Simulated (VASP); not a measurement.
# Pt (R-3m) in VASP: further runs

The runs below take Pt through single point, with PBE.

All numbers are computed with VASP 6.6.1; they aren't measurements. Logs are shortened: lines on timing, memory, paths and dates and some standing lists are left out, and cuts for length are marked.

## (1) The cell of the first run

Symmetry: R-3m, No. 166, trigonal system. The conventional cell has a = 5.646 Å, b = 5.646 Å, c = 1.729 Å, α = 90.00°, β = 90.00°, γ = 120.00°. Pt (site symmetry -3m) has 2 Pt at 1.73 Å within 2.3 Å.

## (2) Single point, PBE

Contents of INCAR:

```
SYSTEM = Pt
ALGO = Fast
EDIFF = 1E-7
ENCUT = 520
GGA = PE
ISIF = 2
ISMEAR = 0
LASPH = .True.
LCHARG = .False.
LREAL = .False.
LWAVE = .False.
NBANDS = 11
NELM = 100
PREC = Accurate
SIGMA = 0.15
```

Contents of KPOINTS:

```
k-points
0
Gamma
  24 24 24
  0 0 0
```

Contents of POSCAR:

```
Pt
1.0
   -2.3286574799      1.6633267714      1.6633267714
    1.6633267714     -2.3286574799      1.6633267714
    1.6633267714      1.6633267714     -2.3286574799
Pt
1
Direct
    0.0000000000      0.0000000000      0.0000000000
```

Potentials or basis: VASP PAW PBE potentials, release 64 (Pt).

On the command line:

```
cat potpaw_PBE.64/Pt/POTCAR > POTCAR
mpirun -np 1 vasp_std > vasp.out
```

OUTCAR:

```text
SYSTEM = Pt
   EDIFF = 1E-7
   ENCUT = 520
   GGA = PE
   ISIF = 2
   ISMEAR = 0
   LASPH = .True.
   LREAL = .False.
   NELM = 100
   PREC = Accurate

 ion  position               nearest neighbor table
   1  0.000  0.000  0.000-

  LATTYP: Found a trigonal (rhomboedric) cell.
 ALAT       =     3.3099784827
 COS(alpha) =    -0.4545454545

  Lattice vectors:

 A1 = (  -2.3286574799,   1.6633267714,   1.6633267714)
 A2 = (   1.6633267714,  -2.3286574799,   1.6633267714)
 A3 = (   1.6633267714,   1.6633267714,  -2.3286574799)

Analysis of symmetry for initial positions (statically):
=====================================================================
 Subroutine PRICEL returns:
 Original cell was already a primitive cell.

 Routine SETGRP: Setting up the symmetry group for a
 trigonal (rhombohedral) supercell.

 Subroutine GETGRP returns: Found 12 space group operations
 (whereof 12 operations were pure point group operations)
 out of a pool of 12 trial point group operations.

The static configuration has the point symmetry D_3d.

Analysis of symmetry for dynamics (positions and initial velocities):
=====================================================================
 Subroutine PRICEL returns:
 Original cell was already a primitive cell.

 Routine SETGRP: Setting up the symmetry group for a
 trigonal (rhombohedral) supercell.

 Subroutine GETGRP returns: Found 12 space group operations
 (whereof 12 operations were pure point group operations)
 out of a pool of 12 trial point group operations.

The dynamic configuration has the point symmetry D_3d.

 Subroutine INISYM returns: Found 12 space group operations
 (whereof 12 operations are pure point group operations),
 and found     1 'primitive' translations

----------------------------------------------------------------------------------------

                                     Primitive cell

  volume of cell :      15.9040

  direct lattice vectors                    reciprocal lattice vectors
    -2.328657480  1.663326771  1.663326771     0.167001327  0.417503317  0.417503317
     1.663326771 -2.328657480  1.663326771     0.417503317  0.167001327  0.417503317
     1.663326771  1.663326771 -2.328657480     0.417503317  0.417503317  0.167001327

  length of vectors
     3.309978483  3.309978483  3.309978483     0.613602056  0.613602056  0.613602056

  position of ions in fractional coordinates (direct lattice)
     0.000000000  0.000000000  0.000000000

  ion indices of the primitive-cell ions
   primitive index   ion index
                 1           1

----------------------------------------------------------------------------------------

 KPOINTS: k-points

Automatic generation of k-mesh.
 Grid dimensions read from file:
 generate k-points for:   24   24   24

 Generating k-lattice:

  Cartesian coordinates                     Fractional coordinates (reciprocal lattice)
     0.006958389  0.017395972  0.017395972     0.041666667 -0.000000000  0.000000000
     0.017395972  0.006958389  0.017395972    -0.000000000  0.041666667  0.000000000
     0.017395972  0.017395972  0.006958389    -0.000000000 -0.000000000  0.041666667

  Length of vectors
     0.025566752  0.025566752  0.025566752

  Shift w.r.t. Gamma in fractional coordinates (k-lattice)
     0.000000000  0.000000000  0.000000000

 Subroutine IBZKPT returns following result:
 ===========================================

 Found   1313 irreducible k-points:

 Following reciprocal coordinates:
            Coordinates               Weight
  0.000000  0.000000  0.000000      1.000000
  0.041667  0.000000  0.000000      6.000000
  0.083333 -0.000000  0.000000      6.000000
  0.125000  0.000000  0.000000      6.000000
  0.166667  0.000000  0.000000      6.000000
  0.208333  0.000000  0.000000      6.000000
[... 16 lines left out ...]
  0.416667  0.041667  0.000000     12.000000
  0.458333  0.041667  0.000000     12.000000
 [... further k-points ...]
   k-points           NKPTS =   1313   k-points in BZ     NKDIM =   1313   number of bands    NBANDS=     11
   number of dos      NEDOS =    301   number of ions     NIONS =      1
   total plane-waves  NPLWV =  21952
   dimension x,y,z NGX =    28 NGY =   28 NGZ =   28
   dimension x,y,z NGXF=    56 NGYF=   56 NGZF=   56
   ions per type =               1
   NGX,Y,Z   is equivalent  to a cutoff of  14.06, 14.06, 14.06 a.u.
   NGXF,Y,Z  is equivalent  to a cutoff of  28.13, 28.13, 28.13 a.u.
 SYSTEM =  Pt
   PREC   = accura    normal or accurate (medium, high low for compatibility)
   ISTART =      0    job   : 0-new  1-cont  2-samecut
   ICHARG =      2    charge: 1-file 2-atom 10-const
   ISPIN  =      1    spin polarized calculation?
   LNONCOLLINEAR =      F non collinear calculations
   LSORBIT =      F    spin-orbit coupling
   LASPH  =      T    aspherical Exc in radial PAW
   ENCUT  =  520.0 eV  38.22 Ry    6.18 a.u.   6.15  6.15  6.15*2*pi/ulx,y,z
   NELM   =    100;   NELMIN=  2; NELMDL= -5     # of ELM steps
   EDIFF  = 0.1E-06   stopping-criterion for ELM
   LREAL  =      F    real-space projection
   EDIFFG = 0.1E-05   stopping-criterion for IOM
   NSW    =      0    number of steps for IOM
   IBRION =     -1    ionic relax: 0-MD 1-quasi-New 2-CG
   NFREE  =      0    steps in history (QN), initial steepest desc. (CG)
   ISIF   =      2    stress and relaxation
   ISYM   =      2    0-nonsym 1-usesym 2-fastsym
   POTIM  = 0.5000    time-step for ionic-motion
   TEBEG  =    0.0;   TEEND  =   0.0 temperature during run
   PSTRESS=    0.0 pullay stress
   NELECT =      10.0000    total number of electrons
   NUPDOWN=      -1.0000    fix difference up-down
   EMIN   =  10.00;   EMAX   =-10.00  energy-range for DOS
   EFERMI =   0.00;   METHOD = LEGACY
   ISMEAR =     0;   SIGMA  =   0.15  broadening in eV -4-tet -1-fermi 0-gaus
   EFERMI_NEDOS =   21; number of points for ismear=-14 and -15
   IALGO  =     68    algorithm
   IMIX   =      4    mixing-type and parameters
     AMIX     =   0.40;   BMIX     =  1.00
     AMIX_MAG =   1.60;   BMIX_MAG =  1.00
  volume/ion in A,a.u.               =      15.90       107.33
  Fermi-wavevector in a.u.,A,eV,Ry     =   1.402510  2.650360 26.763132  1.967035
  Thomas-Fermi vector in A             =   2.525265
   LORBIT       =      0    0 simple, 1 ext, 2 COOP (PROOUT), +10 PAW based schemes
   GGA     = PE    functional components
   LHFCALC =     F    Hartree Fock is set to
   AEXX    =    0.0000 exact exchange contribution
   IVDW    =     0    specifies the selected vdW correction
   LEPSILON=     F    determine dielectric tensor
   LRPA    =     F    only Hartree local field effects (RPA)
 non-spin polarized calculation
 RMM-DIIS sequential band-by-band and
 Gauss-broadening in eV      SIGMA  =   0.15
  energy-cutoff  :      520.00
  volume of cell :       15.90
 maximum number of plane-waves:       458
 NGX is ok and might be reduce to    28

 number of electron      10.0000000 magnetization

 Free energy of the ion-electron system (eV)
  ---------------------------------------------------
  ext. energy  EPLUGINS =         0.00000000
  ---------------------------------------------------
  free energy    TOTEN  =         5.18278669 eV

  energy without entropy =        5.18733632  energy(sigma->0) =        5.18506151

 E-fermi :  11.2908     XC(G=0): -12.5658

 val. band max:       11.2838072817   @ k =   0.2917   0.2500   0.0417
 cond. band min:      11.2933118735   @ k =  -0.2500  -0.4167   0.0833
 fundamental gap:      0.0095045918
 Fermi energy:        11.2908004794

 k-point     1 :       0.0000    0.0000    0.0000
  band No.  band energies     occupation
      1      -4.0374      2.00000
      2       1.7637      2.00000
      3       4.5177      2.00000
      4       4.5177      2.00000
      5      16.3749      0.00000
      6      16.3749      0.00000
      7      21.1454      0.00000
      8      23.0867      0.00000
      9      23.0867      0.00000
     10      30.6376      0.00000
     11      30.6376      0.00000

 k-point     2 :       0.0417    0.0000    0.0000
  band No.  band energies     occupation
      1      -3.7304      2.00000
      2       1.9001      2.00000
      3       4.5761      2.00000
      4       4.5899      2.00000
      5      15.4113      0.00000
      6      15.4196      0.00000
      7      21.2488      0.00000
      8      23.7733      0.00000
      9      23.8313      0.00000
     10      30.6937      0.00000
     11      30.7244      0.00000

 k-point     3 :       0.0833   -0.0000    0.0000
  band No.  band energies     occupation
      1      -2.8366      2.00000
      2       2.3274      2.00000
      3       4.7500      2.00000
      4       4.8048      2.00000
      5      13.3280      0.00000
      6      13.3525      0.00000
      7      21.5547      0.00000
      8      24.9533      0.00000
      9      25.2387      0.00000
     10      30.8878      0.00000
     11      31.0340      0.00000

 k-point     4 :       0.1250    0.0000    0.0000
  band No.  band energies     occupation
      1      -1.4560      2.00000
      2       3.1130      2.00000
      3       5.0360      2.00000
      4       5.1570      2.00000
      5      10.9459      1.99885
      6      10.9790      1.99671
      7      22.0490      0.00000
      8      25.7562      0.00000
      9      26.4771      0.00000
     10      31.1981      0.00000
     11      31.6585      0.00000
[... 239 lines left out ...]
 k-point    22 :       0.3750    0.0417    0.0000
  band No.  band energies     occupation
      1      -1.3768      2.00000
      2      -1.1380      2.00000
      3       8.9338      2.00000
      4       9.1170      2.00000
      5       9.8421      2.00000
      6      18.5273      0.00000
      7      25.2814      0.00000
      8      27.9831      0.00000
      9      28.6198      0.00000
     10      31.9035      0.00000
     11      32.5992      0.00000

 k-point    23 :       0.4167    0.0417    0.0000
  band No.  band energies     occupation
      1      -1.9199      2.00000
      2      -1.6710      2.00000
      3       9.4646      2.00000
      4       9.7641      2.00000
      5      10.8094      1.99999
      6      18.2276      0.00000
      7      24.8177      0.00000
      8      27.8760      0.00000
      9      28.3934      0.00000
     10      32.3548      0.00000
     11      32.4321      0.00000

 k-point    24 :       0.4583    0.0417    0.0000
  band No.  band energies     occupation
      1      -2.1095      2.00000
      2      -1.8501      2.00000
      3       9.5960      2.00000
      4       9.9947      2.00000
      5      11.5148      0.03469
      6      17.7179      0.00000
      7      24.5193      0.00000
      8      27.4598      0.00000
      9      28.5682      0.00000
     10      32.2469      0.00000
     11      32.5956      0.00000

 [... further k-points ...]

------------------------ aborting loop because EDIFF is reached ----------------------------------------

  FORCE on cell =-STRESS in cart. coord.  units (eV):
  Direction    XX          YY          ZZ          XY          YZ          ZX
  --------------------------------------------------------------------------------------
  -------------------------------------------------------------------------------------
  Total       24.1090730     24.1090730     24.1090730     22.8489123     22.8489123     22.8489123
  in kB     2428.7601492   2428.7601492   2428.7601492   2301.8109255   2301.8109255   2301.8109255
  external PRESSURE =    2428.7601492 kB  Pullay stress =       0.0000000 kB

 VOLUME and BASIS-vectors are now :
 -----------------------------------------------------------------------------
  energy-cutoff  :      520.00
  volume of cell :       15.90
      direct lattice vectors                 reciprocal lattice vectors
    -2.328657480  1.663326771  1.663326771     0.167001327  0.417503317  0.417503317
     1.663326771 -2.328657480  1.663326771     0.417503317  0.167001327  0.417503317
     1.663326771  1.663326771 -2.328657480     0.417503317  0.417503317  0.167001327

 POSITION                                       TOTAL-FORCE (eV/Angst)
 -----------------------------------------------------------------------------------
      0.00000      0.00000      0.00000         0.000000     -0.000000      0.000000
 -----------------------------------------------------------------------------------
    total drift:                                0.000000     -0.000000      0.000000

  FREE ENERGIE OF THE ION-ELECTRON SYSTEM (eV)
  ---------------------------------------------------
  free  energy   TOTEN  =         5.1827866856 eV

  energy  without entropy=        5.1873363248  energy(sigma->0) =        5.18506151
```

Run time: 13 min. Hardware: 1 thread of Intel Xeon 8259CL, shared host; peak memory 0.37 GiB.

What came out:

```yaml
Free_energy: 5.1828 eV
Pressure: 242.9 GPa
Band_gap_on_the_k_mesh: zero (bands 5 and 6 overlap by 9.93 eV)
```

Stress tensor (GPa, compression positive):
```
242.88 230.18 230.18
230.18 242.88 230.18
230.18 230.18 242.88
```

Caveat: atoms lie so close that the PAW spheres overlap strongly, which falsifies energies and pressures; the cell stands under pressure; spin-orbit coupling is left out, which moves the levels of the heavy elements.

## (3) Single point, PBE

This run uses another cell than the first one, of the same volume but with other edges.

Contents of INCAR:

```
SYSTEM = Pt
  ALGO = Fast
  EDIFF = 1E-6
  ENCUT = 520
  GGA = PE
  ISIF = 2
  ISMEAR = 0
  LASPH = .True.
  LCHARG = .False.
  LREAL = .False.
  LWAVE = .False.
  NBANDS = 11
  NELM = 60
  PREC = Accurate
  SIGMA = 0.15
```

KPOINTS is that of step 2.

Contents of POSCAR:

```
Pt
1.0
   -1.9474695926      1.6041466857      1.6041466857
    1.6041466857     -1.9474695926      1.6041466857
    1.6041466857      1.6041466857     -1.9474695926
Pt
1
Direct
    0.0000000000      0.0000000000      0.0000000000
```

Potentials or basis: VASP PAW PBE potentials, release 64 (Pt).

On the command line:

```
cat potpaw_PBE.64/Pt/POTCAR > POTCAR
mpirun -np 1 vasp_std > vasp.out
```

It took 4.4 min on 1 thread of Intel Xeon 8259CL, shared host; peak memory 0.35 GiB.

It converged, with:

```
Free energy            : -4.2658 eV
Pressure               : 55.1 GPa
Band gap on the k mesh : zero (bands 5 and 6 overlap by 4.82 eV)
```

Stress tensor (GPa, compression positive):
```
55.07 60.81 60.81
60.81 55.07 60.81
60.81 60.81 55.07
```

Levels at points of the mesh, in eV from the Fermi level:
```csv
k point,band 2,band 3,band 4,band 5,band 6,band 7,band 8,band 9
"(0.00, 0.00, 0.00)",-8.06,-4.00,-4.00,0.30,0.30,13.02,15.64,15.64
"(0.50, 0.00, 0.00)",-6.23,-2.43,-2.05,0.31,2.20,11.36,12.11,15.24
"(0.50, 0.50, 0.00)",-6.59,-1.59,-1.17,0.39,0.79,2.47,9.77,19.76
"(0.50, 0.50, 0.50)",-7.66,-1.20,-1.20,1.85,7.93,7.93,8.79,16.22
```

Caveat: the cell stands under pressure; spin-orbit coupling is left out, which moves the levels of the heavy elements.

## (4) Single point, PBE

This run uses another cell than the first one, of the same volume but with other edges.

Contents of INCAR:

```
SYSTEM = Pt
ALGO = Fast
EDIFF = 1E-7
ENCUT = 520
GGA = PE
ISIF = 2
ISMEAR = 0
LASPH = .True.
LCHARG = .True.
LELF = .True.
LREAL = .False.
LVHAR = .True.
LWAVE = .False.
NBANDS = 11
NELM = 100
PREC = Accurate
SIGMA = 0.15
```

KPOINTS is that of step 3.

Contents of POSCAR:

```
Pt
1.0
   -1.2197035754      1.6058645529      1.6058645529
    1.6058645529     -1.2197035754      1.6058645529
    1.6058645529      1.6058645529     -1.2197035754
Pt
1
Direct
    0.0000000000      0.0000000000      0.0000000000
```

On the command line:

```
cat potpaw_PBE.64/Pt/POTCAR > POTCAR
mpirun -np 1 vasp_std > vasp.out
```

Run time: 5.1 min. Hardware: 1 thread of Intel Xeon 8259CL, shared host; peak memory 0.33 GiB.

The run converged. Its results:

* Free energy: -5.5883 eV
* Pressure: 20.1 GPa
* Band gap on the k mesh: zero (bands 5 and 6 overlap by 2.98 eV)

Stress tensor (GPa, compression positive):
```
20.10 -5.72 -5.72
-5.72 20.10 -5.72
-5.72 -5.72 20.10
```

Levels at points of the mesh, in eV from the Fermi level:
| k point | band 1 | band 2 | band 3 | band 4 | band 5 | band 6 | band 7 | band 8 | band 9 | band 10 |
| --- | --- | --- | --- | --- | --- | --- | --- | --- | --- | --- |
| (0.00, 0.00, 0.00) | -9.35 | -5.42 | -5.42 | -0.66 | 0.06 | 0.06 | 15.50 | 15.50 | 20.56 | 21.85 |
| (0.50, 0.00, 0.00) | -6.64 | -5.48 | -0.93 | -0.79 | -0.57 | 0.22 | 5.56 | 15.45 | 18.29 | 23.45 |
| (0.50, 0.50, 0.00) | -6.41 | -5.19 | -1.39 | -0.85 | 2.14 | 2.27 | 8.52 | 9.22 | 18.50 | 18.90 |
| (0.50, 0.50, 0.50) | -5.98 | -5.98 | -2.79 | 2.08 | 2.08 | 8.47 | 8.66 | 8.66 | 15.27 | 19.40 |

Caveat: the cell stands under pressure; spin-orbit coupling is left out, which moves the levels of the heavy elements.

## (5) Single point, PBE

This run uses another cell than the first one, of the same volume but with other edges.

Contents of INCAR:

```
SYSTEM = Pt
ALGO = Fast
EDIFF = 1E-6
ENCUT = 520
GGA = PE
ISIF = 2
ISMEAR = 0
LASPH = .True.
LCHARG = .False.
LREAL = .False.
LWAVE = .False.
NBANDS = 11
NELM = 60
PREC = Accurate
SIGMA = 0.15
```

KPOINTS is that of step 4.

Contents of POSCAR:

```
Pt
1.0
   -2.1287405708      1.6278604365      1.6278604365
    1.6278604365     -2.1287405708      1.6278604365
    1.6278604365      1.6278604365     -2.1287405708
Pt
1
Direct
    0.0000000000      0.0000000000      0.0000000000
```

On the command line:

```
cat potpaw_PBE.64/Pt/POTCAR > POTCAR
mpirun -np 1 vasp_std > vasp.out
```

Wall time 4.3 min (1 thread of Intel Xeon 8259CL, shared host); peak memory 0.34 GiB.

The run converged. Its results:

```yaml
Free_energy: -1.1577 eV
Pressure: 130.4 GPa
Band_gap_on_the_k_mesh: zero (bands 5 and 6 overlap by 5.93 eV)
```

Stress tensor (GPa, compression positive):
```
130.35 126.66 126.66
126.66 130.35 126.66
126.66 126.66 130.35
```

Levels at points of the mesh, in eV from the Fermi level:
```
           k point  band 3  band 4  band 5  band 6  band 7  band 8
(0.00, 0.00, 0.00)   -5.28   -5.28    1.86    1.86   11.25   13.43
(0.50, 0.00, 0.00)   -2.48   -2.00   -0.08    3.84   12.19   14.55
(0.50, 0.50, 0.00)   -2.89   -2.33    0.02    1.91    2.06    7.79
(0.50, 0.50, 0.50)   -1.65   -1.65    1.89    8.74    8.74   10.53
```

Caveat: the cell stands under pressure; spin-orbit coupling is left out, which moves the levels of the heavy elements.

## (6) The runs side by side

```tsv
cell	further INCAR settings	gap on the mesh (eV)	pressure (GPa)
a = 3.310 Å, angles 117.0°, 1 atom	ALGO = Fast; EDIFF = 1e-07; NBANDS = 11	none	242.9
a = 2.990 Å, angles 114.3°, 1 atom	ALGO = Fast; EDIFF = 1e-06; NBANDS = 11	none	55.1
a = 2.578 Å, angles 101.6°, 1 atom	ALGO = Fast; EDIFF = 1e-07; NBANDS = 11	none	20.1
a = 3.136 Å, angles 115.8°, 1 atom	ALGO = Fast; EDIFF = 1e-06; NBANDS = 11	none	130.4
```

Alike in all rows: task single point; level PBE; potentials or basis VASP PAW PBE potentials, release 64 (Pt); no spin polarisation; k mesh 24 × 24 × 24; cutoff (eV) 520; smearing gaussian 0.15 eV.

Caveats: the cell stands under pressure; spin-orbit coupling is left out, which moves the levels of the heavy elements; atoms lie so close that the PAW spheres overlap strongly, which falsifies energies and pressures (at least some runs).

Absolute energies hang on the potentials; compare differences alone.
